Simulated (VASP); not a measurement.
# Al (a cell with a defect) in VASP: single point with PBEsol

Aim: the single point of Al (a cell with a defect) with PBEsol.

All numbers are computed with VASP 6.6.1; they aren't measurements. Logs are shortened: lines on timing, memory, paths and dates and some standing lists are left out, and cuts for length are marked.

### 1 The cell of the first run

The cell holds a defect, 19 atoms: a = 7.512 Å, b = 7.512 Å, c = 7.512 Å, α = 106.60°, β = 106.60°, γ = 115.38°.

### 2 Single point, PBEsol

INCAR reads:

```
PREC = Accurate
ENCUT = 520
EDIFF = 1E-6
ISMEAR = 0
SIGMA = 0.1
LREAL = Auto
LASPH = T
NELM = 60
ALGO = Normal
ISIF = 2
LWAVE = F
LCHARG = F
GGA = PS
NBANDS = 44
```

KPOINTS reads:

```
Automatic mesh
0
Gamma
  4 4 4
```

POSCAR reads:

```
Al
1.0
    6.0233342682      2.0077780894      4.0155561788
   -6.0233342682     -2.0077780894      4.0155561788
    2.0077780894     -6.0233342682     -4.0155561788
Al
19
Direct
    0.0999999955      0.1999999911      0.7999999644
    0.5999999733      0.1999999911      0.7999999644
    0.0999999955      0.6999999688      0.7999999644
    0.2133042253      0.4167337289      0.5917839757
    0.3049942139      0.1052613340      0.4050732022
    0.5491966995      0.8561323132      0.9053290349
    0.6508033467      0.5438675747      0.6946709436
    0.7602070707      0.2473576152      0.5075647082
   -0.0133042342     -0.0167337467      0.0082159976
    0.2421752197      0.7613887750      0.5035640170
    0.3303194230      0.4433516357      0.2736710809
    0.4397929755      0.1526423172      0.0924353149
    0.6750502245      0.8784797281      0.5917839757
    0.7998119705      0.6000790906      0.4050732022
    0.8950057825      0.2947387478      0.1949269205
    0.4001880508      0.7999211210      0.1949268707
    0.5249497719      0.5215203092      1.0082161025
    0.8696805236      0.9566483020      0.3263288924
    0.9578247766      0.6386112623      0.0964361057
```

Potentials or basis: VASP PAW PBE potentials, release 64 (Al).

Started as:

```
$ cat potpaw_PBE.64/Al/POTCAR > POTCAR
$ mpirun -np 1 vasp_std > vasp.out
```

OUTCAR:

```text
PREC = Accurate
   ENCUT = 520
   EDIFF = 1E-6
   ISMEAR = 0
   LREAL = Auto
   LASPH = T
   NELM = 60
   ISIF = 2
   GGA = PS

 ion  position               nearest neighbor table
   1  0.100  0.200  0.800-   4 2.62   9 2.62  13 2.62  17 2.62  18 3.01  11 3.01   8 3.08  12 3.08

   2  0.600  0.200  0.800-  10 2.80  19 2.80   5 2.81  15 2.81   7 2.82   6 2.82   8 2.83  12 2.83
                            13 2.85  17 2.85
   3  0.100  0.700  0.800-  10 2.80  19 2.80  14 2.81  16 2.81   7 2.82   6 2.82   8 2.83  12 2.83
                             4 2.85   9 2.85
   4  0.213  0.417  0.592-   1 2.62   7 2.78  10 2.79   6 2.80  11 2.80  15 2.82   5 2.82  18 2.84
                             3 2.85   8 2.86  17 2.95
   5  0.305  0.105  0.405-   7 2.77  18 2.77  10 2.77   2 2.81   9 2.82   4 2.82  12 2.86  16 2.87
                             8 2.89  19 2.92  11 2.93
   6  0.549  0.856  0.905-  15 2.77  16 2.77  17 2.78   9 2.78  13 2.80   4 2.80   3 2.82   2 2.82
                            12 2.84  10 2.89   7 2.95  18 3.02
   7  0.651  0.544  0.695-   5 2.77  14 2.77  13 2.78   4 2.78   9 2.80  17 2.80   2 2.82   3 2.82
                             8 2.84  19 2.89   6 2.95  11 3.02
   8  0.760  0.247  0.508-  18 2.79   2 2.83   3 2.83   7 2.84  15 2.86  16 2.86   4 2.86  13 2.86
                             5 2.89  14 2.89  12 3.00   1 3.08
   9  0.987  0.983  0.008-   1 2.62   6 2.78  19 2.79   7 2.80  18 2.80   5 2.82  15 2.82  11 2.84
[... 7 lines left out ...]
  13  0.675  0.878  0.592-   1 2.62   7 2.78  10 2.79   6 2.80  11 2.80  16 2.82  14 2.82  18 2.84
                             2 2.85   8 2.86   9 2.95
  14  0.800  0.600  0.405-   7 2.77  18 2.77  10 2.77   3 2.81  17 2.82  13 2.82  12 2.86  15 2.87
                             8 2.89  19 2.92  11 2.93
  15  0.895  0.295  0.195-   6 2.77  11 2.77  19 2.77   2 2.81   4 2.82   9 2.82   8 2.86  14 2.87
                            12 2.89  10 2.92  18 2.93
  16  0.400  0.800  0.195-   6 2.77  11 2.77  19 2.77   3 2.81  13 2.82  17 2.82   8 2.86   5 2.87
                            12 2.89  10 2.92  18 2.93
  17  0.525  0.522  0.008-   1 2.62   6 2.78  19 2.79   7 2.80  18 2.80  14 2.82  16 2.82  11 2.84
                             2 2.85  12 2.86   4 2.95
  18  0.870  0.957  0.326-  14 2.77   5 2.77   8 2.79  17 2.80   9 2.80  13 2.84   4 2.84  15 2.93
                            16 2.93  19 2.96   1 3.01   6 3.02
  19  0.958  0.639  0.096-  16 2.77  15 2.77  10 2.78  17 2.79   9 2.79   2 2.80   3 2.80   7 2.89
                            14 2.92   5 2.92  18 2.96

  LATTYP: Found a body centered tetragonal cell.
 ALAT       =     8.9790565833
 C/A-ratio  =     0.8944271910

  Lattice vectors:

 A1 = (   6.0233342682,   2.0077780894,   4.0155561788)
 A2 = (  -6.0233342682,  -2.0077780894,   4.0155561788)
 A3 = (   2.0077780894,  -6.0233342682,  -4.0155561788)

Analysis of symmetry for initial positions (statically):
=====================================================================
 Subroutine PRICEL returns:
 Original cell was already a primitive cell.

 Routine SETGRP: Setting up the symmetry group for a
 body centered tetragonal supercell.

 Subroutine GETGRP returns: Found  4 space group operations
 (whereof  1 operations were pure point group operations)
 out of a pool of 16 trial point group operations.

The static configuration has the point symmetry C_1 .
 The point group associated with its full space group is C_2h.

Analysis of symmetry for dynamics (positions and initial velocities):
=====================================================================
 Subroutine PRICEL returns:
 Original cell was already a primitive cell.

 Routine SETGRP: Setting up the symmetry group for a
 body centered tetragonal supercell.

 Subroutine GETGRP returns: Found  4 space group operations
 (whereof  1 operations were pure point group operations)
 out of a pool of 16 trial point group operations.

The dynamic configuration has the point symmetry C_1 .
 The point group associated with its full space group is C_2h.

 Subroutine INISYM returns: Found  4 space group operations
 (whereof  1 operations are pure point group operations),
 and found     1 'primitive' translations

----------------------------------------------------------------------------------------

                                     Primitive cell

  volume of cell :     323.7480
[... 53 lines left out ...]

 KPOINTS: Automatic mesh

Automatic generation of k-mesh.
 Grid dimensions read from file:
 generate k-points for:    4    4    4

 Generating k-lattice:

  Cartesian coordinates                     Fractional coordinates (reciprocal lattice)
     0.024903151 -0.012451575  0.031128938     0.250000000  0.000000000  0.000000000
    -0.012451575 -0.024903151  0.031128938     0.000000000  0.250000000 -0.000000000
     0.012451575 -0.037354726  0.000000000     0.000000000  0.000000000  0.250000000

  Length of vectors
     0.041763853  0.041763853  0.039375338

  Shift w.r.t. Gamma in fractional coordinates (k-lattice)
     0.000000000  0.000000000  0.000000000

 Subroutine IBZKPT returns following result:
 ===========================================

 Found     24 irreducible k-points:

 Following reciprocal coordinates:
            Coordinates               Weight
  0.000000  0.000000  0.000000      1.000000
  0.250000 -0.000000 -0.000000      4.000000
  0.250000  0.000000 -0.250000      4.000000
  0.500000 -0.000000 -0.000000      2.000000
  0.500000  0.000000  0.500000      2.000000
  0.250000  0.250000  0.000000      4.000000
[... 16 lines left out ...]
 -0.250000 -0.250000  0.250000      2.000000
  0.500000  0.500000  0.500000      1.000000
   k-points           NKPTS =     24   k-points in BZ     NKDIM =     24   number of bands    NBANDS=     44
   number of dos      NEDOS =    301   number of ions     NIONS =     19
   total plane-waves  NPLWV = 175616
   dimension x,y,z NGX =    56 NGY =   56 NGZ =   56
   dimension x,y,z NGXF=   112 NGYF=  112 NGZF=  112
   ions per type =              19
   NGX,Y,Z   is equivalent  to a cutoff of  12.39, 12.39, 12.39 a.u.
   NGXF,Y,Z  is equivalent  to a cutoff of  24.79, 24.79, 24.79 a.u.
 SYSTEM =  unknown system
   PREC   = accura    normal or accurate (medium, high low for compatibility)
   ISTART =      0    job   : 0-new  1-cont  2-samecut
   ICHARG =      2    charge: 1-file 2-atom 10-const
   ISPIN  =      1    spin polarized calculation?
   LNONCOLLINEAR =      F non collinear calculations
   LSORBIT =      F    spin-orbit coupling
   LASPH  =      T    aspherical Exc in radial PAW
   ENCUT  =  520.0 eV  38.22 Ry    6.18 a.u.  13.97 13.97 13.97*2*pi/ulx,y,z
   NELM   =     60;   NELMIN=  2; NELMDL= -5     # of ELM steps
   EDIFF  = 0.1E-05   stopping-criterion for ELM
   LREAL  =      T    real-space projection
   EDIFFG = 0.1E-04   stopping-criterion for IOM
   NSW    =      0    number of steps for IOM
   IBRION =     -1    ionic relax: 0-MD 1-quasi-New 2-CG
   NFREE  =      0    steps in history (QN), initial steepest desc. (CG)
   ISIF   =      2    stress and relaxation
   ISYM   =      2    0-nonsym 1-usesym 2-fastsym
   POTIM  = 0.5000    time-step for ionic-motion
   TEBEG  =    0.0;   TEEND  =   0.0 temperature during run
   PSTRESS=    0.0 pullay stress
   NELECT =      57.0000    total number of electrons
   NUPDOWN=      -1.0000    fix difference up-down
   EMIN   =  10.00;   EMAX   =-10.00  energy-range for DOS
   EFERMI =   0.00;   METHOD = LEGACY
   ISMEAR =     0;   SIGMA  =   0.10  broadening in eV -4-tet -1-fermi 0-gaus
   EFERMI_NEDOS =   21; number of points for ismear=-14 and -15
   IALGO  =     38    algorithm
   IMIX   =      4    mixing-type and parameters
     AMIX     =   0.40;   BMIX     =  1.00
     AMIX_MAG =   1.60;   BMIX_MAG =  1.00
  volume/ion in A,a.u.               =      17.04       114.99
  Fermi-wavevector in a.u.,A,eV,Ry     =   0.917552  1.733922 11.454771  0.841902
  Thomas-Fermi vector in A             =   2.042534
   LORBIT       =      0    0 simple, 1 ext, 2 COOP (PROOUT), +10 PAW based schemes
   GGA     = PS    functional components
   LHFCALC =     F    Hartree Fock is set to
   AEXX    =    0.0000 exact exchange contribution
   IVDW    =     0    specifies the selected vdW correction
   LEPSILON=     F    determine dielectric tensor
   LRPA    =     F    only Hartree local field effects (RPA)
 non-spin polarized calculation
 Gauss-broadening in eV      SIGMA  =   0.10
  energy-cutoff  :      520.00
  volume of cell :      323.75
 maximum number of plane-waves:      8732
   NGX = 27   NGY = 27   NGZ = 27

 number of electron      57.0000000 magnetization

 Free energy of the ion-electron system (eV)
  ---------------------------------------------------
  ext. energy  EPLUGINS =         0.00000000
  ---------------------------------------------------
  free energy    TOTEN  =       -76.30793929 eV

  energy without entropy =      -76.26807180  energy(sigma->0) =      -76.28800555

 E-fermi :   7.5027     XC(G=0): -10.1076

 val. band max:        7.4863225111   @ k =   0.2500   0.0000  -0.2500
 cond. band min:       7.5106799063   @ k =   0.5000   0.0000   0.5000
 fundamental gap:      0.0243573952
 Fermi energy:         7.5027389406

 k-point     1 :       0.0000    0.0000    0.0000
  band No.  band energies     occupation
      1      -3.4122      2.00000
      2      -0.0472      2.00000
      3       0.0602      2.00000
      4       0.1276      2.00000
      5       0.1826      2.00000
      6       0.4113      2.00000
[... 1021 lines left out ...]
     39      12.3071      0.00000
     40      12.3121      0.00000
 [bands above 40 left out]

------------------------ aborting loop because EDIFF is reached ----------------------------------------

  FORCE on cell =-STRESS in cart. coord.  units (eV):
  Direction    XX          YY          ZZ          XY          YZ          ZX
  --------------------------------------------------------------------------------------
  -------------------------------------------------------------------------------------
  Total       -1.8175019     -3.1556301      2.8694256     -1.0272851      0.0000000     -0.0000000
  in kB       -8.9945272    -15.6167104     14.2003296     -5.0838702      0.0000000     -0.0000000
  external PRESSURE =      -3.4703027 kB  Pullay stress =       0.0000000 kB

 VOLUME and BASIS-vectors are now :
 -----------------------------------------------------------------------------
  energy-cutoff  :      520.00
  volume of cell :      323.75
      direct lattice vectors                 reciprocal lattice vectors
     6.023334268  2.007778089  4.015556179     0.099612602 -0.049806301  0.124515753
    -6.023334268 -2.007778089  4.015556179    -0.049806301 -0.099612602  0.124515753
     2.007778089 -6.023334268 -4.015556179     0.049806301 -0.149418903  0.000000000

 POSITION                                       TOTAL-FORCE (eV/Angst)
 -----------------------------------------------------------------------------------
      1.00389     -5.01945     -2.00778        -0.000000      0.000000     -0.000000
      4.01556     -4.01556     -0.00000        -0.000000      0.000000     -0.000000
     -2.00778     -6.02333     -0.00000        -0.000000      0.000000     -0.000000
     -0.03715     -3.97295      0.15361        -0.001456      0.004511      0.005219
      2.01635     -2.03887      0.02081         0.001812      0.005006      0.005917
     -0.03108     -6.06936      2.00778        -0.004978      0.005988     -0.000000
[... 11 lines left out ...]
      0.13136     -2.14020      6.02333         0.010449     -0.002190     -0.000000
      2.11635      0.06004      6.02333         0.010519      0.011722      0.000000
 -----------------------------------------------------------------------------------
    total drift:                                0.000014     -0.000116     -0.000073

  FREE ENERGIE OF THE ION-ELECTRON SYSTEM (eV)
  ---------------------------------------------------
  free  energy   TOTEN  =       -76.3079392930 eV

  energy  without entropy=      -76.2680718049  energy(sigma->0) =      -76.28800555
```

It took 4.3 min on 1 thread of Intel Xeon Platinum 8488C (Sapphire Rapids), shared host; peak memory 0.5 GiB.

Results:

```
Free energy            : -76.3079 eV
Pressure               : -0.3 GPa
Largest force          : 0.016 eV/Å
Band gap on the k mesh : zero (an odd number of electrons rules out a gap without spin polarisation)
```

Forces on the atoms (eV/Å):
```
Al   0.000  0.000  0.000
Al   0.000  0.000  0.000
Al   0.000  0.000  0.000
Al  -0.001  0.005  0.005
Al   0.002  0.005  0.006
Al  -0.005  0.006  0.000
Al   0.005 -0.006  0.000
Al   0.000 -0.006  0.000
Al   0.001 -0.005 -0.005
Al  -0.011 -0.012  0.000
Al  -0.010  0.002  0.000
Al   0.000  0.006  0.000
Al  -0.001  0.005 -0.005
Al   0.002  0.005 -0.006
Al  -0.002 -0.005 -0.006
Al  -0.002 -0.005  0.006
Al   0.001 -0.005  0.005
Al   0.010 -0.002  0.000
Al   0.011  0.012  0.000
```

Caveat: the PAW data sets were made with another functional, which shifts forces and pressure a little.

The gap in the log of VASP goes by the Fermi energy; the results here count the filled bands.